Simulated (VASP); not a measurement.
Runs of VASP 6.6.1 on CuI. It takes space group Fm-3m (No. 225, cubic). Conventional cell: a = 5.712 Å, b = 5.712 Å, c = 5.712 Å, α = 90.00°, β = 90.00°, γ = 90.00°. Within 3.8 Å of Cu (site symmetry m-3m) lie 6 I at 2.86 Å. Within 3.8 Å of I (site symmetry m-3m) lie 6 Cu at 2.86 Å. 

```tsv
level	k mesh	grid for exact exchange (PRECFOCK)	share of exact exchange	screening parameter	gap on the mesh (eV)	pressure (GPa)
PBE-based screened hybrid	4 × 4 × 4	Normal	0.1	0.5 1/Å	none	(a)
PBE-based screened hybrid	4 × 4 × 4	Normal	0.2	0.1 1/Å	0.88	1.2
HSE06	4 × 4 × 4	Normal	-	0.2079 1/Å	0.91	1.6
PBE-based screened hybrid	4 × 4 × 4	Normal	0.5	0.5 1/Å	(b)	2.4
r2SCAN	6 × 6 × 6	-	-	-	none	(c)
```

Alike in all rows: task single point; potentials or basis VASP PAW PBE potentials, release 64 (Cu, I); no spin polarisation; cell as given; cutoff (eV) 520; smearing fermi-dirac 0.02 eV.

Q: Estimate the missing entries.

A: (a) 0.9; (b) 1.35; (c) -0.1.

Caveats: some runs use coarse meshes; the PAW data sets were made with another functional, which shifts forces and pressure a little; spin-orbit coupling is left out, which moves the levels of the heavy elements; semilocal functionals often make such compounds metallic where correlation or magnetic order opens a gap, which also shifts bond lengths (some runs).

A k mesh can miss the band edges, and the runs leave out spin-orbit coupling on I.

A gap of «none» marks levels without a gap at the run's occupations.
